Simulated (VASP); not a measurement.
A run of VASP 6.6.1 is set up as follows.

Contents of POSCAR:

```
BeTe
1.0
    0.0000000000      2.7700000000      2.7700000000
    2.7700000000      0.0000000000      2.7700000000
    2.7700000000      2.7700000000      0.0000000000
Be Te
1 1
Direct
    0.0000000000      0.0000000000      0.0000000000
    0.7500000000      0.7500000000      0.7500000000
```

The input INCAR.step1:

```
PREC = Accurate
ENCUT = 520
EDIFF = 1E-5
ISMEAR = 0
SIGMA = 0.01
LREAL = False
LASPH = True
NELM = 120
ALGO = Normal
ISIF = 2
LWAVE = True
GGA = PE
NBANDS = 11
GGA_COMPAT = False
```

INCAR.step2

```
PREC = Accurate
ENCUT = 520
EDIFF = 1E-6
ISMEAR = 0
SIGMA = 0.01
LREAL = False
LASPH = True
NELM = 120
ALGO = Normal
ISIF = 2
LWAVE = False
LCHARG = True
GGA = PE
LHFCALC = True
AEXX = 0.25
PRECFOCK = Normal
LELF = True
LVHAR = True
ISTART = 1
NBANDS = 11
GGA_COMPAT = False
```

File KPOINTS:

```
Automatic mesh
0
Gamma
  4 4 4
```

Potentials or basis: VASP PAW PBE potentials, release 64 (Be, Te).

Launch:

```console
$ cat potpaw_PBE.64/Be/POTCAR potpaw_PBE.64/Te/POTCAR > POTCAR
$ cp INCAR.step1 INCAR
$ mpirun -np 1 vasp_std > vasp.out
$ cp INCAR.step2 INCAR
$ mpirun -np 1 vasp_std > vasp.out
```

Task: Predict the pressure.

Result: 3.5 GPa.

Task: Estimate the band gap on the k mesh.

Result: 3.24 eV (least direct gap 5.17 eV).

Caveat: the k points lie up to 0.49 Å⁻¹ apart; the PAW data sets were made with another functional, which shifts forces and pressure a little; spin-orbit coupling is left out, which moves the levels of the heavy elements. A k mesh can miss the band edges.
